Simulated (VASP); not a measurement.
Wanted: the native input for a VASP 6.6.1 run.

- Task: relaxation of the atoms
- Functional: PBE
- Potentials or basis: VASP PAW PBE potentials, release 64 (W_sv, O)
- Cutoff: 520 eV
- k mesh: 10 × 10 × 1
- Occupations: gaussian, width 0.1 eV
- Spin: no spin polarisation
- Dipole correction: yes
- Atoms held fixed (from 0): [0, 1, 2]
- Further INCAR settings: ALGO = Normal; EDIFF = 1e-07; NELMDL = -8; IBRION = 2; EDIFFG = -0.025; NSW = 36
- Atoms held along some axes (from 0): atom 3 along a and b

The structure of W3O lies in POSCAR:

```
W3O
1.0
    2.7571643582      0.0000000000      0.0000000000
   -0.9190547861      2.5994794860      0.0000000000
    0.0000000000      0.0000000000     19.8562161274
W O
3 1
Selective dynamics
Direct
    0.5000000000      0.5000000000      0.2014482505  F F F
    0.0000000000      0.0000000000      0.3111437109  F F F
    0.5000000000      0.5000000000      0.4208362799  F F F
    0.8333333333      1.1666666667      0.4822779963  F F T
```

The input as run:

INCAR

```
ALGO = Normal ; DIPOL = 0.5 0.5 0.354
EDIFF = 1E-7 ; EDIFFG = -0.025
ENCUT = 520 ; GGA = PE
GGA_COMPAT = F ; IBRION = 2
IDIPOL = 3 ; ISIF = 2
ISMEAR = 0 ; LASPH = T
LCHARG = F ; LDIPOL = T
LREAL = F ; LWAVE = F
NELM = 120 ; NELMDL = -8
NELMIN = 4 ; NSW = 36
PREC = Accurate ; SIGMA = 0.1
```

KPOINTS

```
k-points
0
Gamma
  10 10 1
```

Potentials or basis: VASP PAW PBE potentials, release 64 (W_sv, O).

Launch:

```sh
$ cat potpaw_PBE.64/W_sv/POTCAR potpaw_PBE.64/O/POTCAR > POTCAR
$ mpirun -np 1 vasp_std > vasp.out
```

It gave:

| Item | Value |
| --- | --- |
| Energy gained by relaxing | 1.2 meV/atom |
| Ionic steps | 3 |
| Band gap on the k mesh | zero (bands 24 and 25 overlap by 1.27 eV) |

Caveat: spin-orbit coupling is left out, which moves the levels of the heavy elements.

It took 18 min on 1 thread of AMD EPYC 7571 (shared host), peak memory 0.31 GiB.
